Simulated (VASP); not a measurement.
# NaTaO (P6/mmm) in VASP: single point with PBE

Aim: the single point of NaTaO with PBE.

Everything below comes from runs of VASP 6.6.1. Logs are shortened: lines on timing, memory, paths and dates and some standing lists are left out, and cuts for length are marked.

## (1) The cell of the first run

Symmetry: P6/mmm, No. 191, hexagonal system. The conventional cell has a = 4.884 Å, b = 4.884 Å, c = 4.880 Å, α = 90.00°, β = 90.00°, γ = 120.00°. Within 3.2 Å of Na (site symmetry -6m2) lie 2 O at 2.44 Å and 3 Na at 2.82 Å and 3 Ta at 2.82 Å. Ta (site symmetry 6/mmm) has 2 Ta at 2.44 Å and 6 O at 2.82 Å within 3.2 Å. Within 3.2 Å of Ta (site symmetry 6/mmm) lie 2 Ta at 2.44 Å and 6 Na at 2.82 Å. Within 3.2 Å of O (site symmetry -6m2) lie 2 Na at 2.44 Å and 3 O at 2.82 Å and 3 Ta at 2.82 Å.

The cell was generated, and may not be a known phase.

## (2) Single point, PBE

Input file INCAR:

```
PREC = Accurate
ENCUT = 600
EDIFF = 1E-6
ISMEAR = 0
SIGMA = 0.2
LREAL = False
LASPH = True
NELM = 120
ALGO = Normal
ISIF = 2
LWAVE = False
LCHARG = False
GGA = PE
NBANDS = 33
GGA_COMPAT = False
```

Input file KPOINTS:

```
Automatic mesh
0
Gamma
  4 4 3
```

Input file POSCAR:

```
NaTaO
1.0
    4.8835005139      0.0000000000      0.0000000000
   -2.4417502570      4.2292355045      0.0000000000
    0.0000000000      0.0000000000      4.8796953692
Na Ta O
2 2 2
Direct
    0.3333333333      0.6666666667      0.5000000000
    0.6666666667      0.3333333333      0.5000000000
    0.0000000000      0.0000000000      0.0000000000
    0.0000000000      0.0000000000      0.5000000000
    0.3333333333      0.6666666667      0.0000000000
    0.6666666667      0.3333333333      0.0000000000
```

Potentials or basis: VASP PAW PBE potentials, release 64 (Na_pv, Ta_pv, O).

Command:

```sh
$ cat potpaw_PBE.64/Na_pv/POTCAR potpaw_PBE.64/Ta_pv/POTCAR potpaw_PBE.64/O/POTCAR > POTCAR
$ mpirun -np 1 vasp_std > vasp.out
```

OUTCAR:

```text
PREC = Accurate
   ENCUT = 600
   EDIFF = 1E-6
   ISMEAR = 0
   LREAL = False
   LASPH = True
   NELM = 120
   ISIF = 2
   GGA = PE

 ion  position               nearest neighbor table
   1  0.333  0.667  0.500-   4 2.82   4 2.82   4 2.82
   2  0.667  0.333  0.500-   4 2.82   4 2.82   4 2.82
   3  0.000  0.000  0.000-   4 2.44   4 2.44
   4  0.000  0.000  0.500-   3 2.44   3 2.44   1 2.82   2 2.82   2 2.82   1 2.82   2 2.82   1 2.82

   5  0.333  0.667  0.000-
   6  0.667  0.333  0.000-

  LATTYP: Found a hexagonal cell.
 ALAT       =     4.8835005139
 C/A-ratio  =     0.9992208162

  Lattice vectors:

 A1 = (   4.8835005139,   0.0000000000,   0.0000000000)
 A2 = (  -2.4417502570,   4.2292355045,   0.0000000000)
 A3 = (   0.0000000000,   0.0000000000,   4.8796953692)

Analysis of symmetry for initial positions (statically):
=====================================================================
 Subroutine PRICEL returns:
 Original cell was already a primitive cell.

 Routine SETGRP: Setting up the symmetry group for a
 hexagonal supercell.

 Subroutine GETGRP returns: Found 24 space group operations
 (whereof 24 operations were pure point group operations)
 out of a pool of 24 trial point group operations.

The static configuration has the point symmetry D_6h.

Analysis of symmetry for dynamics (positions and initial velocities):
=====================================================================
 Subroutine PRICEL returns:
 Original cell was already a primitive cell.

 Routine SETGRP: Setting up the symmetry group for a
 hexagonal supercell.

 Subroutine GETGRP returns: Found 24 space group operations
 (whereof 24 operations were pure point group operations)
 out of a pool of 24 trial point group operations.

The dynamic configuration has the point symmetry D_6h.

 Subroutine INISYM returns: Found 24 space group operations
 (whereof 24 operations are pure point group operations),
 and found     1 'primitive' translations

----------------------------------------------------------------------------------------

                                     Primitive cell

  volume of cell :     100.7827

  direct lattice vectors                    reciprocal lattice vectors
     4.883500514  0.000000000  0.000000000     0.204771147  0.118224677  0.000000000
    -2.441750257  4.229235505  0.000000000     0.000000000  0.236449353  0.000000000
     0.000000000  0.000000000  4.879695369     0.000000000  0.000000000  0.204930825

  length of vectors
     4.883500514  4.883500514  4.879695369     0.236449353  0.236449353  0.204930825

  position of ions in fractional coordinates (direct lattice)
     0.333333333  0.666666667  0.500000000
     0.666666667  0.333333333  0.500000000
     0.000000000  0.000000000  0.000000000
     0.000000000  0.000000000  0.500000000
     0.333333333  0.666666667  0.000000000
     0.666666667  0.333333333  0.000000000

  ion indices of the primitive-cell ions
   primitive index   ion index
                 1           1
                 2           2
                 3           3
                 4           4
                 5           5
                 6           6

----------------------------------------------------------------------------------------

 KPOINTS: Automatic mesh

Automatic generation of k-mesh.
 Grid dimensions read from file:
 generate k-points for:    4    4    3

 Generating k-lattice:

  Cartesian coordinates                     Fractional coordinates (reciprocal lattice)
     0.051192787  0.029556169  0.000000000     0.250000000  0.000000000  0.000000000
     0.000000000  0.059112338  0.000000000     0.000000000  0.250000000  0.000000000
     0.000000000  0.000000000  0.068310275     0.000000000  0.000000000  0.333333333

  Length of vectors
     0.059112338  0.059112338  0.068310275

  Shift w.r.t. Gamma in fractional coordinates (k-lattice)
     0.000000000  0.000000000  0.000000000

 Subroutine IBZKPT returns following result:
 ===========================================

 Found      8 irreducible k-points:

 Following reciprocal coordinates:
            Coordinates               Weight
  0.000000  0.000000  0.000000      1.000000
  0.250000  0.000000  0.000000      6.000000
  0.500000  0.000000  0.000000      3.000000
  0.250000  0.250000  0.000000      6.000000
  0.000000  0.000000  0.333333      2.000000
  0.250000  0.000000  0.333333     12.000000
  0.500000  0.000000  0.333333      6.000000
  0.250000  0.250000  0.333333     12.000000
   k-points           NKPTS =      8   k-points in BZ     NKDIM =      8   number of bands    NBANDS=     33
   number of dos      NEDOS =    301   number of ions     NIONS =      6
   total plane-waves  NPLWV =  64000
   dimension x,y,z NGX =    40 NGY =   40 NGZ =   40
   dimension x,y,z NGXF=    80 NGYF=   80 NGZF=   80
   ions per type =               2   2   2
   NGX,Y,Z   is equivalent  to a cutoff of  13.62, 13.62, 13.63 a.u.
   NGXF,Y,Z  is equivalent  to a cutoff of  27.23, 27.23, 27.26 a.u.
 SYSTEM =  unknown system
   PREC   = accura    normal or accurate (medium, high low for compatibility)
   ISTART =      0    job   : 0-new  1-cont  2-samecut
   ICHARG =      2    charge: 1-file 2-atom 10-const
   ISPIN  =      1    spin polarized calculation?
   LNONCOLLINEAR =      F non collinear calculations
   LSORBIT =      F    spin-orbit coupling
   LASPH  =      T    aspherical Exc in radial PAW
   ENCUT  =  600.0 eV  44.10 Ry    6.64 a.u.   9.75  9.75  9.75*2*pi/ulx,y,z
   NELM   =    120;   NELMIN=  2; NELMDL= -5     # of ELM steps
   EDIFF  = 0.1E-05   stopping-criterion for ELM
   LREAL  =      F    real-space projection
   EDIFFG = 0.1E-04   stopping-criterion for IOM
   NSW    =      0    number of steps for IOM
   IBRION =     -1    ionic relax: 0-MD 1-quasi-New 2-CG
   NFREE  =      0    steps in history (QN), initial steepest desc. (CG)
   ISIF   =      2    stress and relaxation
   ISYM   =      2    0-nonsym 1-usesym 2-fastsym
   POTIM  = 0.5000    time-step for ionic-motion
   TEBEG  =    0.0;   TEEND  =   0.0 temperature during run
   PSTRESS=    0.0 pullay stress
   NELECT =      48.0000    total number of electrons
   NUPDOWN=      -1.0000    fix difference up-down
   EMIN   =  10.00;   EMAX   =-10.00  energy-range for DOS
   EFERMI =   0.00;   METHOD = LEGACY
   ISMEAR =     0;   SIGMA  =   0.20  broadening in eV -4-tet -1-fermi 0-gaus
   EFERMI_NEDOS =   21; number of points for ismear=-14 and -15
   IALGO  =     38    algorithm
   IMIX   =      4    mixing-type and parameters
     AMIX     =   0.40;   BMIX     =  1.00
     AMIX_MAG =   1.60;   BMIX_MAG =  1.00
  volume/ion in A,a.u.               =      16.80       113.35
  Fermi-wavevector in a.u.,A,eV,Ry     =   1.278478  2.415973 22.238809  1.634506
  Thomas-Fermi vector in A             =   2.411019
   LORBIT       =      0    0 simple, 1 ext, 2 COOP (PROOUT), +10 PAW based schemes
   GGA     = PE    functional components
   LHFCALC =     F    Hartree Fock is set to
   AEXX    =    0.0000 exact exchange contribution
   IVDW    =     0    specifies the selected vdW correction
   LEPSILON=     F    determine dielectric tensor
   LRPA    =     F    only Hartree local field effects (RPA)
 non-spin polarized calculation
 Gauss-broadening in eV      SIGMA  =   0.20
  energy-cutoff  :      600.00
  volume of cell :      100.78
 maximum number of plane-waves:      3379
 NGX is ok and might be reduce to    40
   NGX = 19   NGY = 19   NGZ = 19

 number of electron      48.0000009 magnetization

 Free energy of the ion-electron system (eV)
  ---------------------------------------------------
  ext. energy  EPLUGINS =         0.00000000
  ---------------------------------------------------
  free energy    TOTEN  =       -30.73470034 eV

  energy without entropy =      -30.60644202  energy(sigma->0) =      -30.67057118

 E-fermi :   2.3933     XC(G=0): -10.1458

 val. band max:        2.3598843545   @ k =   0.5000   0.0000   0.3333
 cond. band min:       2.4190742529   @ k =   0.5000   0.0000   0.0000
 fundamental gap:      0.0591898985
 Fermi energy:         2.3932893983

 k-point     1 :       0.0000    0.0000    0.0000
  band No.  band energies     occupation
      1     -32.9155      2.00000
      2     -32.2817      2.00000
      3     -32.2817      2.00000
      4     -31.8403      2.00000
      5     -31.8403      2.00000
      6     -30.0179      2.00000
[... 25 lines left out ...]
     32       7.7414      0.00000
     33       8.4975      0.00000

 k-point     2 :       0.2500    0.0000    0.0000
  band No.  band energies     occupation
      1     -32.9153      2.00000
      2     -32.2829      2.00000
      3     -32.2822      2.00000
      4     -31.8409      2.00000
      5     -31.8401      2.00000
      6     -30.0178      2.00000
[... 25 lines left out ...]
     32       7.5724      0.00000
     33       8.4917      0.00000

 k-point     3 :       0.5000    0.0000    0.0000
  band No.  band energies     occupation
      1     -32.9151      2.00000
      2     -32.2841      2.00000
      3     -32.2826      2.00000
      4     -31.8414      2.00000
      5     -31.8399      2.00000
      6     -30.0178      2.00000
[... 25 lines left out ...]
     32       7.3555      0.00000
     33       8.4748      0.00000

 k-point     4 :       0.2500    0.2500    0.0000
  band No.  band energies     occupation
      1     -32.9151      2.00000
      2     -32.2837      2.00000
      3     -32.2830      2.00000
      4     -31.8410      2.00000
      5     -31.8403      2.00000
      6     -30.0178      2.00000
[... 25 lines left out ...]
     32       7.3171      0.00000
     33       8.4711      0.00000

 k-point     5 :       0.0000    0.0000    0.3333
  band No.  band energies     occupation
      1     -32.3102      2.00000
      2     -32.2187      2.00000
      3     -32.2187      2.00000
      4     -31.9081      2.00000
      5     -31.9081      2.00000
      6     -30.7846      2.00000
[... 25 lines left out ...]
     32       6.5468      0.00000
     33       9.3252      0.00000

 k-point     6 :       0.2500    0.0000    0.3333
  band No.  band energies     occupation
      1     -32.3100      2.00000
      2     -32.2199      2.00000
      3     -32.2190      2.00000
      4     -31.9088      2.00000
      5     -31.9078      2.00000
      6     -30.7845      2.00000
[... 25 lines left out ...]
     32       6.5725      0.00000
     33       7.4731      0.00000

 k-point     7 :       0.5000    0.0000    0.3333
  band No.  band energies     occupation
      1     -32.3099      2.00000
      2     -32.2212      2.00000
      3     -32.2194      2.00000
      4     -31.9094      2.00000
      5     -31.9075      2.00000
      6     -30.7844      2.00000
[... 25 lines left out ...]
     32       6.4857      0.00000
     33       6.6883      0.00000

 k-point     8 :       0.2500    0.2500    0.3333
  band No.  band energies     occupation
      1     -32.3099      2.00000
      2     -32.2208      2.00000
      3     -32.2198      2.00000
      4     -31.9089      2.00000
      5     -31.9080      2.00000
      6     -30.7844      2.00000
[... 25 lines left out ...]
     32       6.6294      0.00000
     33       6.7894      0.00000

------------------------ aborting loop because EDIFF is reached ----------------------------------------

  FORCE on cell =-STRESS in cart. coord.  units (eV):
  Direction    XX          YY          ZZ          XY          YZ          ZX
  --------------------------------------------------------------------------------------
  -------------------------------------------------------------------------------------
  Total       -0.5087232     -0.5087232     -0.0282027      0.0000000     -0.0000000      0.0000000
  in kB       -8.0873514     -8.0873514     -0.4483486      0.0000000     -0.0000000      0.0000000
  external PRESSURE =      -5.5410171 kB  Pullay stress =       0.0000000 kB

 VOLUME and BASIS-vectors are now :
 -----------------------------------------------------------------------------
  energy-cutoff  :      600.00
  volume of cell :      100.78
      direct lattice vectors                 reciprocal lattice vectors
     4.883500514  0.000000000  0.000000000     0.204771147  0.118224677  0.000000000
    -2.441750257  4.229235505  0.000000000     0.000000000  0.236449353  0.000000000
     0.000000000  0.000000000  4.879695369     0.000000000  0.000000000  0.204930825

 POSITION                                       TOTAL-FORCE (eV/Angst)
 -----------------------------------------------------------------------------------
     -0.00000      2.81949      2.43985        -0.000000      0.000000      0.000000
      2.44175      1.40975      2.43985        -0.000000     -0.000000      0.000000
      0.00000      0.00000      0.00000        -0.000000      0.000000      0.000000
      0.00000      0.00000      2.43985        -0.000000      0.000000      0.000000
     -0.00000      2.81949      0.00000         0.000000     -0.000000     -0.000000
      2.44175      1.40975      0.00000        -0.000000      0.000000      0.000000
 -----------------------------------------------------------------------------------
    total drift:                                0.000000     -0.000000     -0.000000

  FREE ENERGIE OF THE ION-ELECTRON SYSTEM (eV)
  ---------------------------------------------------
  free  energy   TOTEN  =       -30.7347003435 eV

  energy  without entropy=      -30.6064420231  energy(sigma->0) =      -30.67057118
```

Run time: 46 s. Hardware: 1 thread of Intel Xeon 8259CL, shared host; peak memory 0.26 GiB.

Results:

```
Free energy            : -30.7347 eV
Pressure               : -0.6 GPa
Band gap on the k mesh : zero (bands 24 and 25 overlap by 0.02 eV)
```

Stress tensor (GPa, compression positive):
```
-0.81  0.00  0.00
 0.00 -0.81  0.00
 0.00  0.00 -0.04
```

Caveat: the k points lie up to 0.43 Å⁻¹ apart; spin-orbit coupling is left out, which moves the levels of the heavy elements.

The gap in the log of VASP goes by the Fermi energy; the results here count the filled bands.